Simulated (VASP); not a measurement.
# Cu (Fm-3m) in VASP: further runs, part 2 of 2

VASP 6.6.1.

## (4) Single point, PBE

This run uses another cell than the first one, of 11.96 Å³/atom, 0.983 times its volume.

File INCAR:

```
PREC = Accurate
ENCUT = 520
EDIFF = 1E-6
ISMEAR = -1
SIGMA = 0.15
LREAL = F
LASPH = T
NELM = 60
ALGO = Normal
ISIF = 2
LWAVE = F
LCHARG = F
GGA = PE
NBANDS = 12
```

File KPOINTS:

```
Automatic mesh
0
Gamma
  16 16 16
```

File POSCAR:

```
Cu
1.0
    0.0000000000      1.8148670736      1.8148670736
    1.8148670736      0.0000000000      1.8148670736
    1.8148670736      1.8148670736      0.0000000000
Cu
1
Direct
    0.0000000000      0.0000000000      0.0000000000
```

Potentials or basis: VASP PAW PBE potentials, release 64 (Cu).

The run is started by

```sh
> cat potpaw_PBE.64/Cu/POTCAR > POTCAR
> mpirun -np 1 vasp_std > vasp.out
```

OUTCAR:

```text
PREC = Accurate
   ENCUT = 520
   EDIFF = 1E-6
   ISMEAR = -1
   LREAL = F
   LASPH = T
   NELM = 60
   ISIF = 2
   GGA = PE

 ion  position               nearest neighbor table
   1  0.000  0.000  0.000-

  LATTYP: Found a face centered cubic cell.
 ALAT       =     3.6297341472

  Lattice vectors:

 A1 = (   0.0000000000,   1.8148670736,   1.8148670736)
 A2 = (   1.8148670736,   0.0000000000,   1.8148670736)
 A3 = (   1.8148670736,   1.8148670736,   0.0000000000)

Analysis of symmetry for initial positions (statically):
=====================================================================
 Subroutine PRICEL returns:
 Original cell was already a primitive cell.

 Routine SETGRP: Setting up the symmetry group for a
 face centered cubic supercell.

 Subroutine GETGRP returns: Found 48 space group operations
 (whereof 48 operations were pure point group operations)
 out of a pool of 48 trial point group operations.

The static configuration has the point symmetry O_h .

Analysis of symmetry for dynamics (positions and initial velocities):
=====================================================================
 Subroutine PRICEL returns:
 Original cell was already a primitive cell.

 Routine SETGRP: Setting up the symmetry group for a
 face centered cubic supercell.

 Subroutine GETGRP returns: Found 48 space group operations
 (whereof 48 operations were pure point group operations)
 out of a pool of 48 trial point group operations.

The dynamic configuration has the point symmetry O_h .

 Subroutine INISYM returns: Found 48 space group operations
 (whereof 48 operations are pure point group operations),
 and found     1 'primitive' translations

----------------------------------------------------------------------------------------

                                     Primitive cell

[... 101 lines left out ...]
   EMIN   =  10.00;   EMAX   =-10.00  energy-range for DOS
   EFERMI =   0.00;   METHOD = LEGACY
   ISMEAR =    -1;   SIGMA  =   0.15  broadening in eV -4-tet -1-fermi 0-gaus
   EFERMI_NEDOS =   21; number of points for ismear=-14 and -15
   IALGO  =     38    algorithm
   IMIX   =      4    mixing-type and parameters
     AMIX     =   0.40;   BMIX     =  1.00
     AMIX_MAG =   1.60;   BMIX_MAG =  1.00
  volume/ion in A,a.u.               =      11.96        80.68
  Fermi-wavevector in a.u.,A,eV,Ry     =   1.592273  3.008960 34.495310  2.535334
  Thomas-Fermi vector in A             =   2.690684
   LORBIT       =      0    0 simple, 1 ext, 2 COOP (PROOUT), +10 PAW based schemes
   GGA     = PE    functional components
[... 5 lines left out ...]
 non-spin polarized calculation
  energy-cutoff  :      520.00
  volume of cell :       11.96
 maximum number of plane-waves:       332
   NGX =  9   NGY =  9   NGZ =  9

 number of electron      10.9999997 magnetization

 Free energy of the ion-electron system (eV)
  ---------------------------------------------------
  ext. energy  EPLUGINS =         0.00000000
  ---------------------------------------------------
  free energy    TOTEN  =        -3.73935117 eV

  energy without entropy =       -3.71689634  energy(sigma->0) =       -3.72812376

 E-fermi :   7.4315     XC(G=0): -12.6556

 val. band max:        7.3854029293   @ k =   0.5000   0.1875   0.0625
 cond. band min:       7.4356796653   @ k =   0.5000   0.3125   0.1250
 fundamental gap:      0.0502767360
 Fermi energy:         7.4315246182

 k-point     1 :       0.0000    0.0000    0.0000
  band No.  band energies     occupation
      1      -1.8236      2.00000
      2       4.4417      2.00000
      3       4.4417      2.00000
      4       4.4417      2.00000
      5       5.2479      2.00000
      6       5.2479      2.00000
      7      29.9316      0.00000
      8      32.4809      0.00000
      9      32.4809      0.00000
     10      32.4809      0.00000
     11      34.9629      0.00000
     12      34.9629      0.00000
[... 331 lines left out ...]
 k-point    24 :      -0.0625    0.0625    0.0000
  band No.  band energies     occupation
      1      -1.4494      2.00000
      2       4.3581      2.00000
      3       4.5062      2.00000
      4       4.5194      2.00000
      5       5.1864      2.00000
      6       5.2611      2.00000
      7      27.9432      0.00000
      8      28.9989      0.00000
      9      31.5962      0.00000
     10      33.0115      0.00000
     11      35.1553      0.00000
     12      35.8255      0.00000

 [... further k-points ...]
[... 5 lines left out ...]
  --------------------------------------------------------------------------------------
  -------------------------------------------------------------------------------------
  Total        0.0500260      0.0500260      0.0500260      0.0000000      0.0000000      0.0000000
  in kB        6.7041176      6.7041176      6.7041176      0.0000000      0.0000000      0.0000000
  external PRESSURE =       6.7041176 kB  Pullay stress =       0.0000000 kB

 VOLUME and BASIS-vectors are now :
 -----------------------------------------------------------------------------
  energy-cutoff  :      520.00
  volume of cell :       11.96
      direct lattice vectors                 reciprocal lattice vectors
     0.000000000  1.814867074  1.814867074    -0.275502271  0.275502271  0.275502271
     1.814867074  0.000000000  1.814867074     0.275502271 -0.275502271  0.275502271
     1.814867074  1.814867074  0.000000000     0.275502271  0.275502271 -0.275502271

 POSITION                                       TOTAL-FORCE (eV/Angst)
 -----------------------------------------------------------------------------------
      0.00000      0.00000      0.00000        -0.000000      0.000000      0.000000
 -----------------------------------------------------------------------------------
    total drift:                                0.000000      0.000000      0.000000

  FREE ENERGIE OF THE ION-ELECTRON SYSTEM (eV)
  ---------------------------------------------------
  free  energy   TOTEN  =        -3.7393511741 eV

  energy  without entropy=       -3.7168963368  energy(sigma->0) =       -3.72812376
```

stdout:

```text
POSCAR found type information on POSCAR Cu
 POSCAR found :  1 types and       1 ions
 scaLAPACK will be used
 LDA part: xc-table for (Slater+PW92), standard interpolation
 POSCAR, INCAR and KPOINTS ok, starting setup
 FFT: planning ... GRIDC
 FFT: planning ... GRID_SOFT
 FFT: planning ... GRID
 WAVECAR not read
 entering main loop
```

Wall time 7.1 s (1 thread of Intel Xeon 6975P-C (Granite Rapids), shared host); peak memory 0.13 GiB.

What came out:

| Item | Value |
| --- | --- |
| Free energy | -3.7394 eV |
| Pressure | 0.7 GPa |

Levels at points of the mesh, in eV from the Fermi level:
| k point | band 3 | band 4 | band 5 | band 6 | band 7 | band 8 | band 9 | band 10 |
| --- | --- | --- | --- | --- | --- | --- | --- | --- |
| (0.00, 0.00, 0.00) | -2.99 | -2.99 | -2.18 | -2.18 | 22.50 | 25.05 | 25.05 | 25.05 |
| (0.50, 0.00, 0.00) | -3.02 | -1.63 | -1.63 | -0.96 | 3.70 | 21.00 | 21.88 | 21.88 |
| (0.50, 0.50, 0.00) | -1.64 | -1.49 | -1.49 | 1.51 | 7.03 | 12.99 | 12.99 | 17.45 |

## (5) Summary

| cell | k mesh | smearing | gap on the mesh (eV) | pressure (GPa) |
| --- | --- | --- | --- | --- |
| a = 2.581 Å, angles 60.0°, 1 atom | 8 × 8 × 8 | gaussian 0.1 eV | none | -1.0 |
| a = 2.566 Å, angles 60.0°, 1 atom | 16 × 16 × 16 | gaussian 0.1 eV | none | 0.7 |
| a = 2.567 Å, angles 60.0°, 1 atom | 16 × 16 × 16 | fermi-dirac 0.15 eV | none | 0.7 |

Alike in all rows: task single point; level PBE; potentials or basis VASP PAW PBE potentials, release 64 (Cu); no spin polarisation; cutoff (eV) 520.

Caveats: some runs use coarse meshes.

Total energies depend on the potentials used, so only differences within one code and one set of settings carry meaning.
